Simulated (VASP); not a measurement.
A run of VASP 6.6.1 is set up as follows.

File INCAR:

```
ALGO = Normal
EDIFF = 1E-6
ENCUT = 520
GGA = PE
ISIF = 2
ISMEAR = 0
LASPH = T
LCHARG = F
LREAL = F
LWAVE = F
NBANDS = 28
NELM = 80
PREC = Accurate
SIGMA = 0.05
```

KPOINTS

```
k-points
0
Gamma
  8 8 8
```

The input POSCAR:

```
SrTiO3
1.0
    3.9364094381      0.0000000000      0.0000000000
    0.0000000000      3.9364094381      0.0000000000
    0.0000000000      0.0000000000      3.9364094381
Sr Ti O
1 1 3
Direct
   -0.0592691892      0.0000000000      0.0000000000
    0.5763900439      0.5000000000      0.5000000000
    0.0205331653      0.5000000000      0.5000000000
    0.5377552978      0.0000000000      0.5000000000
    0.5377552978      0.5000000000      0.0000000000
```

Potentials or basis: VASP PAW PBE potentials, release 64 (Sr_sv, Ti_sv, O).

Launch:

```bash
$ cat potpaw_PBE.64/Sr_sv/POTCAR potpaw_PBE.64/Ti_sv/POTCAR potpaw_PBE.64/O/POTCAR > POTCAR
$ mpirun -np 1 vasp_std > vasp.out
```

Predict the pressure.

8.4 GPa.

Estimate the largest force.

2.646 eV/Å.

What does it give for the band gap on the k mesh?

1.96 eV (least direct gap 2.41 eV).

Forces on the atoms (eV/Å):
```
Sr   1.800  0.000  0.000
Ti  -2.646  0.000  0.000
O    1.297  0.000  0.000
O   -0.225  0.000  0.000
O   -0.225  0.000  0.000
```

Caveat: the cell differs from its parent crystal (atoms displaced along several vibrational modes); the stress differs along the axes, from 7 to 12 GPa; forces of over 1 eV/Å act on the atoms, so gaps and moduli don't describe the material at rest. A k mesh can miss the band edges.
